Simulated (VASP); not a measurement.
# CdTe (Fm-3m) in VASP: further runs

CdTe is run at these levels: PBE; tasks: single point.

Everything below comes from runs of VASP 6.6.1. Logs are shortened: lines on timing, memory, paths and dates and some standing lists are left out, and cuts for length are marked.

## (1) The cell of the first run

It takes space group Fm-3m (No. 225, cubic). Conventional cell: a = 5.565 Å, b = 5.565 Å, c = 5.565 Å, α = 90.00°, β = 90.00°, γ = 90.00°. Within 3.7 Å of Cd (site symmetry m-3m) lie 6 Te at 2.78 Å. Te (site symmetry m-3m) has 6 Cd at 2.78 Å within 3.7 Å.

## (2) Single point, PBE (O replaced by Te, lengths x 1.206, strained)

INCAR reads:

```
ALGO     = Normal         # electronic algorithm
EDIFF    = 1E-6           # SCF threshold, eV
ENCUT    = 500            # plane-wave cutoff, eV
GGA      = PE             # functional
GGA_COMPAT= False        
ISIF     = 2              # what is computed and relaxed
ISMEAR   = 0              # smearing method
LASPH    = True           # aspherical terms in the spheres
LCHARG   = False          # write CHGCAR
LREAL    = False          # projectors in reciprocal space
LWAVE    = False          # write WAVECAR
NBANDS   = 16             # bands
NELM     = 120            # most SCF steps
PREC     = Accurate       # precision mode
SIGMA    = 0.1            # smearing width, eV
```

KPOINTS reads:

```
k-points
0
Gamma
  6 6 6
```

POSCAR reads:

```
CdTe
1.0
    0.0000000000      2.7822748986      2.7822748986
    2.7822748986      0.0000000000      2.7822748986
    2.7822748986      2.7822748986      0.0000000000
Cd Te
1 1
Direct
    0.0000000000      0.0000000000      0.0000000000
    0.5000000000      0.5000000000      0.5000000000
```

Potentials or basis: VASP PAW PBE potentials, release 64 (Cd, Te).

Launch:

```
> cat potpaw_PBE.64/Cd/POTCAR potpaw_PBE.64/Te/POTCAR > POTCAR
> mpirun -np 1 vasp_std > vasp.out
```

OUTCAR:

```text
EDIFF = 1E-6
   ENCUT = 500
   GGA = PE
   ISIF = 2
   ISMEAR = 0
   LASPH = True
   LREAL = False
   NELM = 120
   PREC = Accurate

 ion  position               nearest neighbor table
   1  0.000  0.000  0.000-   2 2.78   2 2.78   2 2.78   2 2.78   2 2.78   2 2.78
   2  0.500  0.500  0.500-   1 2.78   1 2.78   1 2.78   1 2.78   1 2.78   1 2.78

  LATTYP: Found a face centered cubic cell.
 ALAT       =     5.5645497972

  Lattice vectors:

 A1 = (   0.0000000000,   2.7822748986,   2.7822748986)
 A2 = (   2.7822748986,   0.0000000000,   2.7822748986)
 A3 = (   2.7822748986,   2.7822748986,   0.0000000000)

Analysis of symmetry for initial positions (statically):
=====================================================================
 Subroutine PRICEL returns:
 Original cell was already a primitive cell.

 Routine SETGRP: Setting up the symmetry group for a
 face centered cubic supercell.

 Subroutine GETGRP returns: Found 48 space group operations
 (whereof 48 operations were pure point group operations)
 out of a pool of 48 trial point group operations.

The static configuration has the point symmetry O_h .

Analysis of symmetry for dynamics (positions and initial velocities):
=====================================================================
 Subroutine PRICEL returns:
 Original cell was already a primitive cell.

 Routine SETGRP: Setting up the symmetry group for a
 face centered cubic supercell.

 Subroutine GETGRP returns: Found 48 space group operations
 (whereof 48 operations were pure point group operations)
 out of a pool of 48 trial point group operations.

The dynamic configuration has the point symmetry O_h .

 Subroutine INISYM returns: Found 48 space group operations
 (whereof 48 operations are pure point group operations),
 and found     1 'primitive' translations

----------------------------------------------------------------------------------------

                                     Primitive cell

  volume of cell :      43.0755

  direct lattice vectors                    reciprocal lattice vectors
     0.000000000  2.782274899  2.782274899    -0.179709058  0.179709058  0.179709058
     2.782274899  0.000000000  2.782274899     0.179709058 -0.179709058  0.179709058
     2.782274899  2.782274899  0.000000000     0.179709058  0.179709058 -0.179709058

  length of vectors
     3.934730896  3.934730896  3.934730896     0.311265218  0.311265218  0.311265218

  position of ions in fractional coordinates (direct lattice)
     0.000000000  0.000000000  0.000000000
     0.500000000  0.500000000  0.500000000

  ion indices of the primitive-cell ions
   primitive index   ion index
                 1           1
                 2           2

----------------------------------------------------------------------------------------

 KPOINTS: k-points

Automatic generation of k-mesh.
 Grid dimensions read from file:
 generate k-points for:    6    6    6

 Generating k-lattice:

  Cartesian coordinates                     Fractional coordinates (reciprocal lattice)
    -0.029951510  0.029951510  0.029951510     0.166666667  0.000000000  0.000000000
     0.029951510 -0.029951510  0.029951510     0.000000000  0.166666667  0.000000000
     0.029951510  0.029951510 -0.029951510     0.000000000  0.000000000  0.166666667

  Length of vectors
     0.051877536  0.051877536  0.051877536

  Shift w.r.t. Gamma in fractional coordinates (k-lattice)
     0.000000000  0.000000000  0.000000000

 Subroutine IBZKPT returns following result:
 ===========================================

 Found     16 irreducible k-points:

 Following reciprocal coordinates:
            Coordinates               Weight
  0.000000  0.000000  0.000000      1.000000
  0.166667  0.000000  0.000000      8.000000
  0.333333  0.000000  0.000000      8.000000
  0.500000  0.000000  0.000000      4.000000
  0.166667  0.166667  0.000000      6.000000
  0.333333  0.166667  0.000000     24.000000
[... 8 lines left out ...]
 -0.333333  0.333333  0.166667     24.000000
 -0.333333  0.500000  0.166667     12.000000
   k-points           NKPTS =     16   k-points in BZ     NKDIM =     16   number of bands    NBANDS=     16
   number of dos      NEDOS =    301   number of ions     NIONS =      2
   total plane-waves  NPLWV =  27000
   dimension x,y,z NGX =    30 NGY =   30 NGZ =   30
   dimension x,y,z NGXF=    60 NGYF=   60 NGZF=   60
   ions per type =               1   1
   NGX,Y,Z   is equivalent  to a cutoff of  12.68, 12.68, 12.68 a.u.
   NGXF,Y,Z  is equivalent  to a cutoff of  25.35, 25.35, 25.35 a.u.
 SYSTEM =  unknown system
   PREC   = accura    normal or accurate (medium, high low for compatibility)
   ISTART =      0    job   : 0-new  1-cont  2-samecut
   ICHARG =      2    charge: 1-file 2-atom 10-const
   ISPIN  =      1    spin polarized calculation?
   LNONCOLLINEAR =      F non collinear calculations
   LSORBIT =      F    spin-orbit coupling
   LASPH  =      T    aspherical Exc in radial PAW
   ENCUT  =  500.0 eV  36.75 Ry    6.06 a.u.   7.17  7.17  7.17*2*pi/ulx,y,z
   NELM   =    120;   NELMIN=  2; NELMDL= -5     # of ELM steps
   EDIFF  = 0.1E-05   stopping-criterion for ELM
   LREAL  =      F    real-space projection
   EDIFFG = 0.1E-04   stopping-criterion for IOM
   NSW    =      0    number of steps for IOM
   IBRION =     -1    ionic relax: 0-MD 1-quasi-New 2-CG
   NFREE  =      0    steps in history (QN), initial steepest desc. (CG)
   ISIF   =      2    stress and relaxation
   ISYM   =      2    0-nonsym 1-usesym 2-fastsym
   POTIM  = 0.5000    time-step for ionic-motion
   TEBEG  =    0.0;   TEEND  =   0.0 temperature during run
   PSTRESS=    0.0 pullay stress
   NELECT =      18.0000    total number of electrons
   NUPDOWN=      -1.0000    fix difference up-down
   EMIN   =  10.00;   EMAX   =-10.00  energy-range for DOS
   EFERMI =   0.00;   METHOD = LEGACY
   ISMEAR =     0;   SIGMA  =   0.10  broadening in eV -4-tet -1-fermi 0-gaus
   EFERMI_NEDOS =   21; number of points for ismear=-14 and -15
   IALGO  =     38    algorithm
   IMIX   =      4    mixing-type and parameters
     AMIX     =   0.40;   BMIX     =  1.00
     AMIX_MAG =   1.60;   BMIX_MAG =  1.00
  volume/ion in A,a.u.               =      21.54       145.34
  Fermi-wavevector in a.u.,A,eV,Ry     =   1.223927  2.312887 20.381501  1.497998
  Thomas-Fermi vector in A             =   2.359020
   LORBIT       =      0    0 simple, 1 ext, 2 COOP (PROOUT), +10 PAW based schemes
   GGA     = PE    functional components
   LHFCALC =     F    Hartree Fock is set to
   AEXX    =    0.0000 exact exchange contribution
   IVDW    =     0    specifies the selected vdW correction
   LEPSILON=     F    determine dielectric tensor
   LRPA    =     F    only Hartree local field effects (RPA)
 non-spin polarized calculation
 Gauss-broadening in eV      SIGMA  =   0.10
  energy-cutoff  :      500.00
  volume of cell :       43.08
 maximum number of plane-waves:      1113
 NGX is ok and might be reduce to    30
   NGX = 15   NGY = 15   NGZ = 15

 number of electron      18.0000000 magnetization

 Free energy of the ion-electron system (eV)
  ---------------------------------------------------
  ext. energy  EPLUGINS =         0.00000000
  ---------------------------------------------------
  free energy    TOTEN  =        -3.46996363 eV

  energy without entropy =       -3.46139590  energy(sigma->0) =       -3.46567976

 E-fermi :   7.3488     XC(G=0): -11.0721

 val. band max:        7.0681211275   @ k =  -0.3333   0.1667   0.0000
 cond. band min:       7.3516404216   @ k =   0.5000   0.0000   0.0000
 fundamental gap:      0.2835192941
 Fermi energy:         7.3487819863

 k-point     1 :       0.0000    0.0000    0.0000
  band No.  band energies     occupation
      1      -6.5055      2.00000
      2      -1.9719      2.00000
      3      -1.9719      2.00000
      4      -1.9177      2.00000
      5      -1.9177      2.00000
      6      -1.9177      2.00000
[... 8 lines left out ...]
     15      15.7335      0.00000
     16      15.7335      0.00000

 k-point     2 :       0.1667    0.0000    0.0000
  band No.  band energies     occupation
      1      -6.1652      2.00000
      2      -2.0603      2.00000
      3      -2.0603      2.00000
      4      -1.9523      2.00000
      5      -1.8755      2.00000
      6      -1.8755      2.00000
[... 8 lines left out ...]
     15      15.3683      0.00000
     16      15.3683      0.00000

 k-point     3 :       0.3333    0.0000    0.0000
  band No.  band energies     occupation
      1      -5.2669      2.00000
      2      -2.2382      2.00000
      3      -2.2382      2.00000
      4      -2.0864      2.00000
      5      -1.7794      2.00000
      6      -1.7794      2.00000
[... 8 lines left out ...]
     15      17.0602      0.00000
     16      17.0602      0.00000

 k-point     4 :       0.5000    0.0000    0.0000
  band No.  band energies     occupation
      1      -4.5663      2.00000
      2      -2.3237      2.00000
      3      -2.3237      2.00000
      4      -2.2894      2.00000
      5      -1.7298      2.00000
      6      -1.7298      2.00000
[... 8 lines left out ...]
     15      19.1220      0.00000
     16      19.1220      0.00000
[... 172 lines left out ...]
 k-point    14 :       0.5000    0.3333    0.1667
  band No.  band energies     occupation
      1      -5.0032      2.00000
      2      -2.1303      2.00000
      3      -2.0280      2.00000
      4      -2.0047      2.00000
      5      -1.7332      2.00000
      6      -1.5299      2.00000
[... 8 lines left out ...]
     15      19.5337      0.00000
     16      19.6785      0.00000

 k-point    15 :      -0.3333    0.3333    0.1667
  band No.  band energies     occupation
      1      -4.7773      2.00000
      2      -2.2049      2.00000
      3      -1.9962      2.00000
      4      -1.9390      2.00000
      5      -1.6844      2.00000
      6      -1.0938      2.00000
[... 8 lines left out ...]
     15      18.7182      0.00000
     16      20.6457      0.00000

 k-point    16 :      -0.3333    0.5000    0.1667
  band No.  band energies     occupation
      1      -4.9063      2.00000
      2      -2.0708      2.00000
      3      -2.0242      2.00000
      4      -1.8189      2.00000
      5      -1.6418      2.00000
      6      -0.4952      2.00000
[... 8 lines left out ...]
     15      20.1171      0.00000
     16      21.3584      0.00000

------------------------ aborting loop because EDIFF is reached ----------------------------------------

  FORCE on cell =-STRESS in cart. coord.  units (eV):
  Direction    XX          YY          ZZ          XY          YZ          ZX
  --------------------------------------------------------------------------------------
  -------------------------------------------------------------------------------------
  Total        7.4681159      7.4681159      7.4681159     -0.0000000      0.0000000     -0.0000000
  in kB      277.7739544    277.7739544    277.7739544     -0.0000000      0.0000000     -0.0000000
  external PRESSURE =     277.7739544 kB  Pullay stress =       0.0000000 kB

 VOLUME and BASIS-vectors are now :
 -----------------------------------------------------------------------------
  energy-cutoff  :      500.00
  volume of cell :       43.08
      direct lattice vectors                 reciprocal lattice vectors
     0.000000000  2.782274899  2.782274899    -0.179709058  0.179709058  0.179709058
     2.782274899  0.000000000  2.782274899     0.179709058 -0.179709058  0.179709058
     2.782274899  2.782274899  0.000000000     0.179709058  0.179709058 -0.179709058

 POSITION                                       TOTAL-FORCE (eV/Angst)
 -----------------------------------------------------------------------------------
      0.00000      0.00000      0.00000         0.000000      0.000000     -0.000000
      2.78227      2.78227      2.78227        -0.000000     -0.000000      0.000000
 -----------------------------------------------------------------------------------
    total drift:                               -0.000000      0.000000      0.000000

  FREE ENERGIE OF THE ION-ELECTRON SYSTEM (eV)
  ---------------------------------------------------
  free  energy   TOTEN  =        -3.4699636294 eV

  energy  without entropy=       -3.4613958980  energy(sigma->0) =       -3.46567976
```

Wall time 6.3 s (1 thread of Intel Xeon 6975P-C (Granite Rapids), shared host); peak memory 0.16 GiB.

What came out:

```yaml
Free_energy: -3.4700 eV
Pressure: 27.8 GPa
Band_gap_on_the_k_mesh: zero (bands 9 and 10 overlap by 1.66 eV)
```

Caveat: the cell differs from its parent crystal (O replaced by Te, lengths x 1.206, strained); the cell stands under pressure; spin-orbit coupling is left out, which moves the levels of the heavy elements.

## (3) Single point, PBE (O replaced by Te, lengths x 1.206, strained)

INCAR reads:

```
PREC = Accurate
ENCUT = 500
EDIFF = 1E-6
ISMEAR = 0
SIGMA = 0.1
LREAL = F
LASPH = T
NELM = 120
ALGO = Normal
ISIF = 2
LWAVE = F
LCHARG = F
GGA = PE
NBANDS = 16
GGA_COMPAT = F
```

KPOINTS reads:

```
Automatic mesh
0
Gamma
  14 14 14
```

POSCAR is that of step 2.

Potentials or basis: VASP PAW PBE potentials, release 64 (Cd, Te).

Launch:

```
> cat potpaw_PBE.64/Cd/POTCAR potpaw_PBE.64/Te/POTCAR > POTCAR
> mpirun -np 1 vasp_std > vasp.out
```

OUTCAR:

```text
PREC = Accurate
   ENCUT = 500
   EDIFF = 1E-6
   ISMEAR = 0
   LREAL = F
   LASPH = T
   NELM = 120
   ISIF = 2
   GGA = PE

 ion  position               nearest neighbor table
   1  0.000  0.000  0.000-   2 2.78   2 2.78   2 2.78   2 2.78   2 2.78   2 2.78
   2  0.500  0.500  0.500-   1 2.78   1 2.78   1 2.78   1 2.78   1 2.78   1 2.78

  LATTYP: Found a face centered cubic cell.
 ALAT       =     5.5645497972

  Lattice vectors:

 A1 = (   0.0000000000,   2.7822748986,   2.7822748986)
 A2 = (   2.7822748986,   0.0000000000,   2.7822748986)
 A3 = (   2.7822748986,   2.7822748986,   0.0000000000)

Analysis of symmetry for initial positions (statically):
=====================================================================
 Subroutine PRICEL returns:
 Original cell was already a primitive cell.

 Routine SETGRP: Setting up the symmetry group for a
 face centered cubic supercell.

 Subroutine GETGRP returns: Found 48 space group operations
 (whereof 48 operations were pure point group operations)
 out of a pool of 48 trial point group operations.

[... 160 lines left out ...]

  energy without entropy =       -3.50494119  energy(sigma->0) =       -3.50627230

 E-fermi :   7.2754     XC(G=0): -11.0733

 val. band max:        7.2028708039   @ k =  -0.2143   0.0714   0.0000
 cond. band min:       7.2770925260   @ k =  -0.4286   0.0714   0.0000
 fundamental gap:      0.0742217222
 Fermi energy:         7.2753719510

 k-point     1 :       0.0000    0.0000    0.0000
  band No.  band energies     occupation
      1      -6.5011      2.00000
      2      -1.9873      2.00000
      3      -1.9873      2.00000
      4      -1.9329      2.00000
      5      -1.9329      2.00000
      6      -1.9329      2.00000
[... 433 lines left out ...]
      3      -2.0477      2.00000
      4      -2.0040      2.00000
      5      -1.8436      2.00000
      6      -1.8150      2.00000
[... 8 lines left out ...]
     15      17.2058      0.00000
     16      17.6184      0.00000

 [... further k-points ...]

------------------------ aborting loop because EDIFF is reached ----------------------------------------

  FORCE on cell =-STRESS in cart. coord.  units (eV):
  Direction    XX          YY          ZZ          XY          YZ          ZX
  --------------------------------------------------------------------------------------
  -------------------------------------------------------------------------------------
  Total        7.4723051      7.4723051      7.4723051      0.0000000      0.0000000      0.0000000
  in kB      277.9297706    277.9297706    277.9297706      0.0000000      0.0000000      0.0000000
  external PRESSURE =     277.9297706 kB  Pullay stress =       0.0000000 kB

 VOLUME and BASIS-vectors are now :
 -----------------------------------------------------------------------------
  energy-cutoff  :      500.00
  volume of cell :       43.08
      direct lattice vectors                 reciprocal lattice vectors
     0.000000000  2.782274899  2.782274899    -0.179709058  0.179709058  0.179709058
     2.782274899  0.000000000  2.782274899     0.179709058 -0.179709058  0.179709058
     2.782274899  2.782274899  0.000000000     0.179709058  0.179709058 -0.179709058

 POSITION                                       TOTAL-FORCE (eV/Angst)
 -----------------------------------------------------------------------------------
      0.00000      0.00000      0.00000         0.000000      0.000000      0.000000
      2.78227      2.78227      2.78227        -0.000000     -0.000000      0.000000
 -----------------------------------------------------------------------------------
    total drift:                               -0.000000      0.000000      0.000000

  FREE ENERGIE OF THE ION-ELECTRON SYSTEM (eV)
  ---------------------------------------------------
  free  energy   TOTEN  =        -3.5076034068 eV

  energy  without entropy=       -3.5049411855  energy(sigma->0) =       -3.50627230
```

OSZICAR:

```text
N       E                     dE             d eps       ncg     rms          rms(c)
DAV:   1     0.105415752376E+03    0.10542E+03   -0.87997E+03  3416   0.101E+03
DAV:   2    -0.696850796446E+00   -0.10611E+03   -0.10081E+03  3992   0.251E+02
DAV:   3    -0.373503732877E+01   -0.30382E+01   -0.30325E+01  4104   0.444E+01
DAV:   4    -0.375269529606E+01   -0.17658E-01   -0.17657E-01  4104   0.323E+00
DAV:   5    -0.375296849716E+01   -0.27320E-03   -0.27320E-03  4208   0.371E-01    0.108E+01
DAV:   6    -0.352543930383E+01    0.22753E+00   -0.37088E-01  4232   0.942E+00    0.801E+00
DAV:   7    -0.350837106494E+01    0.17068E-01   -0.13542E-01  4056   0.275E+00    0.210E+00
DAV:   8    -0.350762437029E+01    0.74669E-03   -0.16282E-02  3768   0.166E+00    0.647E-01
DAV:   9    -0.350759629694E+01    0.28073E-04   -0.11301E-03  4256   0.389E-01    0.123E-01
DAV:  10    -0.350759979229E+01   -0.34954E-05   -0.76884E-05  4096   0.102E-01    0.379E-02
DAV:  11    -0.350760367904E+01   -0.38867E-05   -0.16826E-05  4064   0.460E-02    0.183E-02
DAV:  12    -0.350760340683E+01    0.27220E-06   -0.34294E-06  3872   0.281E-02
   1 F= -.35076034E+01 E0= -.35062723E+01  d E =-.266222E-02
```

Wall time 28 s (1 thread of Intel Xeon 6975P-C (Granite Rapids), shared host); peak memory 0.21 GiB.

Results:

| Property | Result |
| --- | --- |
| Free energy | -3.5076 eV |
| Pressure | 27.8 GPa |
| Band gap on the k mesh | zero (bands 9 and 10 overlap by 1.69 eV) |

Caveat: the cell differs from its parent crystal (O replaced by Te, lengths x 1.206, strained); the cell stands under pressure; spin-orbit coupling is left out, which moves the levels of the heavy elements.
